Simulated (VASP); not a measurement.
# AlN (P6_3/mmc) in VASP: further runs

AlN is run at these levels: PBEsol+D3(BJ); tasks: single point.

All numbers are computed with VASP 6.6.1; they aren't measurements. Logs are shortened: lines on timing, memory, paths and dates and some standing lists are left out, and cuts for length are marked.

## 1. The cell of the first run

It takes space group P6_3/mmc (No. 194, hexagonal). The conventional cell has a = 3.245 Å, b = 3.245 Å, c = 4.102 Å, α = 90.00°, β = 90.00°, γ = 120.00°. Within 2.5 Å of Al (site symmetry -6m2) lie 5 N at 1.87 to 2.05 Å. N (site symmetry -6m2) has 5 Al at 1.87 to 2.05 Å within 2.5 Å.

## 2. Single point, PBEsol+D3(BJ)

INCAR

```
ALGO = Normal ; EDIFF = 1E-6
ENCUT = 520 ; GGA = PS
ISIF = 2 ; ISMEAR = -1
IVDW = 12 ; LASPH = T
LCHARG = F ; LREAL = F
LWAVE = F ; NBANDS = 16
NELM = 100 ; PREC = Accurate
SIGMA = 0.02
```

KPOINTS

```
k-points
0
Gamma
  6 6 4
```

POSCAR

```
AlN
1.0
    3.2445067424      0.0000000000      0.0000000000
   -1.6222533712      2.8098252025      0.0000000000
    0.0000000000      0.0000000000      4.1020756054
Al N
2 2
Direct
    0.3333333333      0.6666666667      0.7500000000
    0.6666666667      0.3333333333      0.2500000000
    0.3333333333      0.6666666667      0.2500000000
    0.6666666667      0.3333333333      0.7500000000
```

Potentials or basis: VASP PAW PBE potentials, release 64 (Al, N).

Started as:

```console
cat potpaw_PBE.64/Al/POTCAR potpaw_PBE.64/N/POTCAR > POTCAR
mpirun -np 1 vasp_std > vasp.out
```

OUTCAR:

```text
EDIFF = 1E-6
   ENCUT = 520
   GGA = PS
   ISIF = 2
   ISMEAR = -1
   IVDW = 12
   LASPH = T
   LREAL = F
   NELM = 100
   PREC = Accurate
 IVDW          = 12

 ion  position               nearest neighbor table
   1  0.333  0.667  0.750-   4 1.87   4 1.87   4 1.87   3 2.05   3 2.05   2 2.78   2 2.78   2 2.78
                             2 2.78   2 2.78   2 2.78
   2  0.667  0.333  0.250-   3 1.87   3 1.87   3 1.87   4 2.05   4 2.05   1 2.78   1 2.78   1 2.78
                             1 2.78   1 2.78   1 2.78
   3  0.333  0.667  0.250-   2 1.87   2 1.87   2 1.87   1 2.05   1 2.05
   4  0.667  0.333  0.750-   1 1.87   1 1.87   1 1.87   2 2.05   2 2.05

  LATTYP: Found a hexagonal cell.
 ALAT       =     3.2445067424
 C/A-ratio  =     1.2643140949

  Lattice vectors:

 A1 = (   3.2445067424,   0.0000000000,   0.0000000000)
 A2 = (  -1.6222533712,   2.8098252025,   0.0000000000)
 A3 = (   0.0000000000,   0.0000000000,   4.1020756054)

Analysis of symmetry for initial positions (statically):
=====================================================================
 Subroutine PRICEL returns:
 Original cell was already a primitive cell.

 Routine SETGRP: Setting up the symmetry group for a
 hexagonal supercell.

 Subroutine GETGRP returns: Found 24 space group operations
 (whereof 12 operations were pure point group operations)
 out of a pool of 24 trial point group operations.

The static configuration has the point symmetry D_3d.
 The point group associated with its full space group is D_6h.

Analysis of symmetry for dynamics (positions and initial velocities):
=====================================================================
 Subroutine PRICEL returns:
 Original cell was already a primitive cell.

 Routine SETGRP: Setting up the symmetry group for a
 hexagonal supercell.

 Subroutine GETGRP returns: Found 24 space group operations
 (whereof 12 operations were pure point group operations)
 out of a pool of 24 trial point group operations.

The dynamic configuration has the point symmetry D_3d.
 The point group associated with its full space group is D_6h.

 Subroutine INISYM returns: Found 24 space group operations
 (whereof 12 operations are pure point group operations),
 and found     1 'primitive' translations

----------------------------------------------------------------------------------------

                                     Primitive cell

  volume of cell :      37.3966

  direct lattice vectors                    reciprocal lattice vectors
     3.244506742  0.000000000  0.000000000     0.308213260  0.177947012  0.000000000
    -1.622253371  2.809825202  0.000000000     0.000000000  0.355894025  0.000000000
     0.000000000  0.000000000  4.102075605     0.000000000  0.000000000  0.243779027

  length of vectors
     3.244506742  3.244506691  4.102075605     0.355894019  0.355894025  0.243779027

  position of ions in fractional coordinates (direct lattice)
     0.333333333  0.666666667  0.750000000
     0.666666667  0.333333333  0.250000000
     0.333333333  0.666666667  0.250000000
     0.666666667  0.333333333  0.750000000

  ion indices of the primitive-cell ions
   primitive index   ion index
                 1           1
                 2           2
                 3           3
                 4           4

----------------------------------------------------------------------------------------

 KPOINTS: k-points

Automatic generation of k-mesh.
 Grid dimensions read from file:
 generate k-points for:    6    6    4

 Generating k-lattice:

  Cartesian coordinates                     Fractional coordinates (reciprocal lattice)
     0.051368877  0.029657835  0.000000000     0.166666667 -0.000000000  0.000000000
     0.000000000  0.059315671  0.000000000     0.000000000  0.166666667  0.000000000
     0.000000000  0.000000000  0.060944757     0.000000000  0.000000000  0.250000000

  Length of vectors
     0.059315670  0.059315671  0.060944757

  Shift w.r.t. Gamma in fractional coordinates (k-lattice)
     0.000000000  0.000000000  0.000000000

 Subroutine IBZKPT returns following result:
 ===========================================

 Found     21 irreducible k-points:

 Following reciprocal coordinates:
            Coordinates               Weight
  0.000000  0.000000  0.000000      1.000000
  0.166667 -0.000000  0.000000      6.000000
  0.333333 -0.000000  0.000000      6.000000
  0.500000 -0.000000  0.000000      3.000000
  0.166667  0.166667  0.000000      6.000000
  0.333333  0.166667  0.000000     12.000000
[... 13 lines left out ...]
  0.333333  0.166667  0.500000     12.000000
  0.333333  0.333333  0.500000      2.000000
   k-points           NKPTS =     21   k-points in BZ     NKDIM =     21   number of bands    NBANDS=     16
   number of dos      NEDOS =    301   number of ions     NIONS =      4
   total plane-waves  NPLWV =  18432
   dimension x,y,z NGX =    24 NGY =   24 NGZ =   32
   dimension x,y,z NGXF=    48 NGYF=   48 NGZF=   64
   ions per type =               2   2
   NGX,Y,Z   is equivalent  to a cutoff of  12.30, 12.30, 12.97 a.u.
   NGXF,Y,Z  is equivalent  to a cutoff of  24.59, 24.59, 25.94 a.u.
 SYSTEM =  unknown system
   PREC   = accura    normal or accurate (medium, high low for compatibility)
   ISTART =      0    job   : 0-new  1-cont  2-samecut
   ICHARG =      2    charge: 1-file 2-atom 10-const
   ISPIN  =      1    spin polarized calculation?
   LNONCOLLINEAR =      F non collinear calculations
   LSORBIT =      F    spin-orbit coupling
   LASPH  =      T    aspherical Exc in radial PAW
   ENCUT  =  520.0 eV  38.22 Ry    6.18 a.u.   6.03  6.03  7.63*2*pi/ulx,y,z
   NELM   =    100;   NELMIN=  2; NELMDL= -5     # of ELM steps
   EDIFF  = 0.1E-05   stopping-criterion for ELM
   LREAL  =      F    real-space projection
   EDIFFG = 0.1E-04   stopping-criterion for IOM
   NSW    =      0    number of steps for IOM
   IBRION =     -1    ionic relax: 0-MD 1-quasi-New 2-CG
   NFREE  =      0    steps in history (QN), initial steepest desc. (CG)
   ISIF   =      2    stress and relaxation
   ISYM   =      2    0-nonsym 1-usesym 2-fastsym
   POTIM  = 0.5000    time-step for ionic-motion
   TEBEG  =    0.0;   TEEND  =   0.0 temperature during run
   PSTRESS=    0.0 pullay stress
   NELECT =      16.0000    total number of electrons
   NUPDOWN=      -1.0000    fix difference up-down
   EMIN   =  10.00;   EMAX   =-10.00  energy-range for DOS
   EFERMI =   0.00;   METHOD = LEGACY
   ISMEAR =    -1;   SIGMA  =   0.02  broadening in eV -4-tet -1-fermi 0-gaus
   EFERMI_NEDOS =   21; number of points for ismear=-14 and -15
   IALGO  =     38    algorithm
   IMIX   =      4    mixing-type and parameters
     AMIX     =   0.40;   BMIX     =  1.00
     AMIX_MAG =   1.60;   BMIX_MAG =  1.00
  volume/ion in A,a.u.               =       9.35        63.09
  Fermi-wavevector in a.u.,A,eV,Ry     =   1.233590  2.331148 20.704598  1.521745
  Thomas-Fermi vector in A             =   2.368314
   LORBIT       =      0    0 simple, 1 ext, 2 COOP (PROOUT), +10 PAW based schemes
   GGA     = PS    functional components
   LHFCALC =     F    Hartree Fock is set to
   AEXX    =    0.0000 exact exchange contribution
   IVDW    =    12    specifies the selected vdW correction
   LEPSILON=     F    determine dielectric tensor
   LRPA    =     F    only Hartree local field effects (RPA)
 non-spin polarized calculation
  energy-cutoff  :      520.00
  volume of cell :       37.40
 maximum number of plane-waves:      1026
   NGX = 13   NGY = 13   NGZ = 15

 number of electron      16.0000005 magnetization

 Free energy of the ion-electron system (eV)
  ---------------------------------------------------
  ext. energy  EPLUGINS =         0.00000000
  ---------------------------------------------------
  free energy    TOTEN  =       -30.88849167 eV

  energy without entropy =      -30.88849167  energy(sigma->0) =      -30.88849167

 E-fermi :   9.0405     XC(G=0): -11.6304

 val. band max:        8.5770703811   @ k =   0.0000   0.0000   0.0000
 cond. band min:      12.2206963081   @ k =   0.0000   0.0000   0.0000
 fundamental gap:      3.6436259269
 Fermi energy:         9.0404613268

 k-point     1 :       0.0000    0.0000    0.0000
  band No.  band energies     occupation
      1      -8.6885      2.00000
      2      -4.7012      2.00000
      3       1.2636      2.00000
      4       5.1098      2.00000
      5       5.1098      2.00000
      6       6.8374      2.00000
[... 8 lines left out ...]
     15      20.5999      0.00000
     16      20.6018      0.00000

 k-point     2 :       0.1667   -0.0000    0.0000
  band No.  band energies     occupation
      1      -8.3522      2.00000
      2      -4.7020      2.00000
      3       1.6190      2.00000
      4       4.0521      2.00000
      5       4.6895      2.00000
      6       5.9067      2.00000
[... 8 lines left out ...]
     15      19.4741      0.00000
     16      21.0858      0.00000

 k-point     3 :       0.3333   -0.0000    0.0000
  band No.  band energies     occupation
      1      -7.4529      2.00000
      2      -4.9336      2.00000
      3       2.4209      2.00000
      4       2.6047      2.00000
      5       4.0806      2.00000
      6       4.6520      2.00000
[... 8 lines left out ...]
     15      20.2769      0.00000
     16      21.9269      0.00000

 k-point     4 :       0.5000   -0.0000    0.0000
  band No.  band energies     occupation
      1      -6.6601      2.00000
      2      -5.4145      2.00000
      3       1.7936      2.00000
      4       3.5331      2.00000
      5       3.8348      2.00000
      6       4.1250      2.00000
[... 8 lines left out ...]
     15      22.2452      0.00000
     16      22.3942      0.00000

 k-point     5 :       0.1667    0.1667    0.0000
  band No.  band energies     occupation
      1      -7.7282      2.00000
      2      -4.8157      2.00000
      3       2.2969      2.00000
      4       3.1863      2.00000
      5       3.4347      2.00000
      6       5.4798      2.00000
[... 8 lines left out ...]
     15      19.8528      0.00000
     16      21.3675      0.00000

 k-point     6 :       0.3333    0.1667    0.0000
  band No.  band energies     occupation
      1      -6.7395      2.00000
      2      -5.2958      2.00000
      3       1.8564      2.00000
      4       3.4443      2.00000
      5       3.4687      2.00000
      6       4.5067      2.00000
[... 8 lines left out ...]
     15      21.6496      0.00000
     16      21.9245      0.00000
[... 210 lines left out ...]
 k-point    18 :       0.5000   -0.0000    0.5000
  band No.  band energies     occupation
      1      -5.8568      2.00000
      2      -5.8568      2.00000
      3       0.9431      2.00000
      4       0.9431      2.00000
      5       5.1379      2.00000
      6       5.1379      2.00000
[... 8 lines left out ...]
     15      20.8017      0.00000
     16      20.8017      0.00000

 k-point    19 :       0.1667    0.1667    0.5000
  band No.  band energies     occupation
      1      -6.4279      2.00000
      2      -6.4279      2.00000
      3       2.3427      2.00000
      4       2.3427      2.00000
      5       4.9186      2.00000
      6       4.9186      2.00000
[... 8 lines left out ...]
     15      20.3016      0.00000
     16      20.3016      0.00000

 k-point    20 :       0.3333    0.1667    0.5000
  band No.  band energies     occupation
      1      -5.8737      2.00000
      2      -5.8737      2.00000
      3       1.3092      2.00000
      4       1.3092      2.00000
      5       4.0903      2.00000
      6       4.0903      2.00000
[... 8 lines left out ...]
     15      21.3604      0.00000
     16      21.3604      0.00000

 k-point    21 :       0.3333    0.3333    0.5000
  band No.  band energies     occupation
      1      -5.6736      2.00000
      2      -5.6736      2.00000
      3       1.4042      2.00000
      4       1.4042      2.00000
      5       3.0728      2.00000
      6       3.0728      2.00000
[... 8 lines left out ...]
     15      21.7612      0.00000
     16      21.7612      0.00000

------------------------ aborting loop because EDIFF is reached ----------------------------------------

 Edisp (eV)   -1.01148

 E8    (eV) :    -0.6236

  FORCE on cell =-STRESS in cart. coord.  units (eV):
  Direction    XX          YY          ZZ          XY          YZ          ZX
  --------------------------------------------------------------------------------------
  -------------------------------------------------------------------------------------
  Total       1.77176     1.77176     0.85829     0.00000     0.00000     0.00000
  in kB      75.90756    75.90756    36.77146     0.00000     0.00000     0.00000
  external pressure =       62.86 kB  Pullay stress =        0.00 kB

 VOLUME and BASIS-vectors are now :
 -----------------------------------------------------------------------------
  energy-cutoff  :      520.00
  volume of cell :       37.40
      direct lattice vectors                 reciprocal lattice vectors
     3.244506742  0.000000000  0.000000000     0.308213260  0.177947012  0.000000000
    -1.622253371  2.809825202  0.000000000     0.000000000  0.355894025  0.000000000
     0.000000000  0.000000000  4.102075605     0.000000000  0.000000000  0.243779027

 POSITION                                       TOTAL-FORCE (eV/Angst)
 -----------------------------------------------------------------------------------
     -0.00000      1.87322      3.07656         0.000000      0.000000      0.000000
      1.62225      0.93661      1.02552        -0.000000     -0.000000      0.000000
     -0.00000      1.87322      1.02552         0.000000      0.000000      0.000000
      1.62225      0.93661      3.07656        -0.000000     -0.000000      0.000000
 -----------------------------------------------------------------------------------
    total drift:                                0.000000     -0.000000      0.000000

  FREE ENERGIE OF THE ION-ELECTRON SYSTEM (eV)
  ---------------------------------------------------
  free  energy   TOTEN  =       -31.8999748180 eV

  energy  without entropy=      -31.8999748180  energy(sigma->0) =      -31.89997482
```

Wall time 9.5 s (1 thread of Intel Xeon Platinum 8559C (Emerald Rapids), shared host); peak memory 0.15 GiB.

Results:

| Item | Value |
| --- | --- |
| Free energy | -31.9000 eV |
| Pressure | 6.3 GPa |
| Band gap on the k mesh | 3.64 eV, direct |
| Dispersion energy per atom | -0.253 eV |

Stress tensor (GPa, compression positive):
```
7.59 0.00 0.00
0.00 7.59 0.00
0.00 0.00 3.68
```

Caveat: the PAW data sets were made with another functional, which shifts forces and pressure a little.

## 3. Single point, PBEsol+D3(BJ)

This run uses another cell than the first one, of 9.55 Å³/atom, 1.021 times its volume.

INCAR

```
SYSTEM = AlN
ALGO = Normal ; EDIFF = 1E-7
ENCUT = 520 ; GGA = PS
ISIF = 2 ; ISMEAR = -1
IVDW = 12 ; LASPH = .True.
LCHARG = .False. ; LREAL = .False.
LWAVE = .False. ; NBANDS = 16
NELM = 80 ; PREC = Accurate
SIGMA = 0.02
```

KPOINTS

```
k-points
0
Gamma
  6 6 4
  0 0 0
```

POSCAR

```
AlN
1.0
    3.2673561343      0.0000000000      0.0000000000
   -1.6336780671      2.8296133559      0.0000000000
    0.0000000000      0.0000000000      4.1309644136
Al N
2 2
Direct
    0.3333333333      0.6666666667      0.7500000000
    0.6666666667      0.3333333333      0.2500000000
    0.3333333333      0.6666666667      0.2500000000
    0.6666666667      0.3333333333      0.7500000000
```

Potentials or basis: VASP PAW PBE potentials, release 64 (Al, N).

Started as:

```console
cat potpaw_PBE.64/Al/POTCAR potpaw_PBE.64/N/POTCAR > POTCAR
mpirun -np 1 vasp_std > vasp.out
```

It took 8.4 s on 1 thread of Intel Xeon Platinum 8559C (Emerald Rapids), shared host; peak memory 0.15 GiB.

Results (log left out):

```
Free energy                : -31.9189 eV
Pressure                   : 1.2 GPa
Band gap on the k mesh     : 3.49 eV, direct
Dispersion energy per atom : -0.248 eV
```

Stress tensor (GPa, compression positive):
```
 2.19  0.00  0.00
 0.00  2.19  0.00
 0.00  0.00 -0.64
```

Levels at points of the mesh, in eV from the valence-band top:
```csv
k point,band 4,band 5,band 6,band 7,band 8,band 9,band 10,band 11,band 12,band 13
"(0.00, 0.00, 0.00)",-3.40,-3.40,-1.70,-1.70,0.00,3.49,4.67,8.35,8.35,11.49
"(0.50, 0.00, 0.00)",-4.95,-4.66,-4.41,-3.05,-1.50,3.87,7.11,7.40,9.12,9.67
"(0.00, 0.00, 0.50)",-3.81,-2.59,-2.59,-2.59,-2.59,5.82,5.82,8.51,8.51,8.51
"(0.50, 0.00, 0.50)",-7.52,-3.38,-3.38,-1.85,-1.85,5.08,5.08,9.49,9.49,11.85
```

Caveat: the PAW data sets were made with another functional, which shifts forces and pressure a little. A k mesh can miss the band edges.

## 4. Single point, PBEsol+D3(BJ)

This run uses another cell than the first one, of 9.75 Å³/atom, 1.043 times its volume.

INCAR

```
  PREC = Accurate
  ENCUT = 520
  EDIFF = 1E-6
  ISMEAR = -1
  SIGMA = 0.02
  LREAL = False
  LASPH = True
  NELM = 80
  ALGO = Normal
  ISIF = 2
  LWAVE = False
  LCHARG = False
  GGA = PS
  IVDW = 12
  NBANDS = 16
```

KPOINTS

```
Automatic mesh
0
Gamma
  6 6 4
```

POSCAR

```
AlN
1.0
    3.2898903369      0.0000000000      0.0000000000
   -1.6449451685      2.8491285475      0.0000000000
    0.0000000000      0.0000000000      4.1594547236
Al N
2 2
Direct
    0.3333333333      0.6666666667      0.7500000000
    0.6666666667      0.3333333333      0.2500000000
    0.3333333333      0.6666666667      0.2500000000
    0.6666666667      0.3333333333      0.7500000000
```

Started as:

```console
cat potpaw_PBE.64/Al/POTCAR potpaw_PBE.64/N/POTCAR > POTCAR
mpirun -np 1 vasp_std > vasp.out
```

Wall time 8.9 s (1 thread of Intel Xeon Platinum 8559C (Emerald Rapids), shared host); peak memory 0.15 GiB.

It converged, with:

| Item | Value |
| --- | --- |
| Free energy | -31.9141 eV |
| Pressure | -3.3 GPa |
| Band gap on the k mesh | 3.34 eV, direct |
| Dispersion energy per atom | -0.242 eV |

Stress tensor (GPa, compression positive):
```
-2.67  0.00  0.00
 0.00 -2.67  0.00
 0.00  0.00 -4.51
```

Levels at points of the mesh, in eV from the valence-band top:
| k point | band 6 | band 7 | band 8 | band 9 | band 10 | band 11 |
| --- | --- | --- | --- | --- | --- | --- |
| (0.00, 0.00, 0.00) | -1.66 | -1.66 | 0.00 | 3.34 | 4.50 | 8.24 |
| (0.50, 0.00, 0.00) | -4.37 | -2.98 | -1.48 | 3.81 | 7.08 | 7.21 |
| (0.00, 0.00, 0.50) | -2.54 | -2.54 | -2.54 | 5.69 | 5.69 | 8.41 |
| (0.50, 0.00, 0.50) | -3.32 | -1.80 | -1.80 | 5.02 | 5.02 | 9.32 |

Caveat: the PAW data sets were made with another functional, which shifts forces and pressure a little. As with any semilocal functional, this PBEsol gap is likely too small.

## 5. The runs side by side

| cell | gap on the mesh (eV) | pressure (GPa) |
| --- | --- | --- |
| a = 3.245, b = 3.245, c = 4.102 Å, angles 90.0, 90.0, 120.0°, 4 atoms | 3.64 | 6.3 |
| a = 3.267, b = 3.267, c = 4.131 Å, angles 90.0, 90.0, 120.0°, 4 atoms | 3.49 | 1.2 |
| a = 3.290, b = 3.290, c = 4.159 Å, angles 90.0, 90.0, 120.0°, 4 atoms | 3.34 | -3.3 |

Alike in all rows: task single point; level PBEsol+D3(BJ); potentials or basis VASP PAW PBE potentials, release 64 (Al, N); no spin polarisation; k mesh 6 × 6 × 4; cutoff (eV) 520; smearing fermi-dirac 0.02 eV.

Caveats: the PAW data sets were made with another functional, which shifts forces and pressure a little.

Total energies depend on the potentials used, so only differences within one code and one set of settings carry meaning.
